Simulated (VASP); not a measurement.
Input of a VASP 6.6.1 run:

The input INCAR:

```
  PREC = Accurate
  ENCUT = 520
  EDIFF = 1E-6
  ISMEAR = -1
  SIGMA = 0.05
  LREAL = F
  LASPH = T
  NELM = 60
  ALGO = Fast
  ISIF = 2
  LWAVE = F
  LCHARG = F
  GGA = PS
  NBANDS = 12
```

The input KPOINTS:

```
regular mesh
0
Gamma
  6 6 6
```

The input POSCAR:

```
Ag
1.0
   -1.6556540000      1.6556540000      1.6556540000
    1.6556540000     -1.6556540000      1.6556540000
    1.6556540000      1.6556540000     -1.6556540000
Ag
1
Direct
    0.0000000000      0.0000000000      0.0000000000
```

Potentials or basis: VASP PAW PBE potentials, release 64 (Ag).

The run is started by

```console
$ cat potpaw_PBE.64/Ag/POTCAR > POTCAR
$ mpirun -np 1 vasp_std > vasp.out
```

Estimate the pressure.

-7.2 GPa.

Caveat: the k points lie up to 0.45 Å⁻¹ apart; the PAW data sets were made with another functional, which shifts forces and pressure a little.
